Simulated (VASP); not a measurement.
Set up this calculation in VASP 6.6.1, as the native input.

| Quantity | Value |
| --- | --- |
| Task | relaxation of cell and atoms |
| Functional | PBE |
| Potentials or basis | VASP PAW PBE potentials, release 64 (P) |
| Cutoff | 600 eV |
| k mesh | 8 × 8 × 6 |
| Occupations | fermi-dirac, width 0.05 eV |
| Spin | no spin polarisation |
| Target pressure | 5 GPa |
| Dipole correction | no |
| Further INCAR settings | ALGO = Normal; EDIFF = 1e-07; IBRION = 2; EDIFFG = -0.01; NSW = 60; ISIF = 3 |

The structure of P lies in POSCAR:

```
P
1.0
    1.6477431241     -5.4650377251      0.0000000000
    1.6477431241      5.4650377251      0.0000000000
    0.0000000000      0.0000000000      4.5436355900
P
4
Direct
    0.9041431300      0.0958568700      0.5888151700
    0.0958568700      0.9041431300      0.4111848300
    0.5958568700      0.4041431300      0.0888151700
    0.4041431300      0.5958568700      0.9111848300
```

One way to write it, as run:

INCAR

```
SYSTEM = P
PREC = Accurate ; ENCUT = 600
EDIFF = 1E-7 ; ISMEAR = -1
SIGMA = 0.05 ; LREAL = .FALSE.
LASPH = .TRUE. ; NELM = 100
ALGO = Normal ; ISIF = 3
LWAVE = .FALSE. ; LCHARG = .FALSE.
GGA = PE ; IBRION = 2
NSW = 60 ; EDIFFG = -0.01
PSTRESS = 50.0
```

KPOINTS

```
Automatic mesh
0
G
  8 8 6
  0 0 0
```

Potentials or basis: VASP PAW PBE potentials, release 64 (P).

Launch:

```console
$ cat potpaw_PBE.64/P/POTCAR > POTCAR
$ mpirun -np 1 vasp_std > vasp.out
```

It gave:

The relaxed volume is 17.04 Å³/atom. The relaxed cell is a = 5.291 Å, b = 5.291 Å, c = 4.090 Å, α = 90.00°, β = 90.00°, γ = 143.47°, the space group after relaxing (to 0.1 Å) is Cmce (No. 64) and the energy change on relaxing (the run minimises the enthalpy) is +44.8 meV/atom. The ionic steps are 17. The pressure after relaxing is 5.0 GPa. The largest force after relaxing is 0.004 eV/Å. The band gap on the k mesh is zero (bands 10 and 11 overlap by 0.38 eV).

Caveat: the cell is relaxed towards a set pressure, so the run minimises the enthalpy, not the energy; the volume moved by over 15 % at a fixed basis, so the end points are rough.

Run time: 9.3 min on 1 thread of Intel(R) Xeon(R) 6975P-C (Granite Rapids) (shared host), peak memory 0.33 GiB.
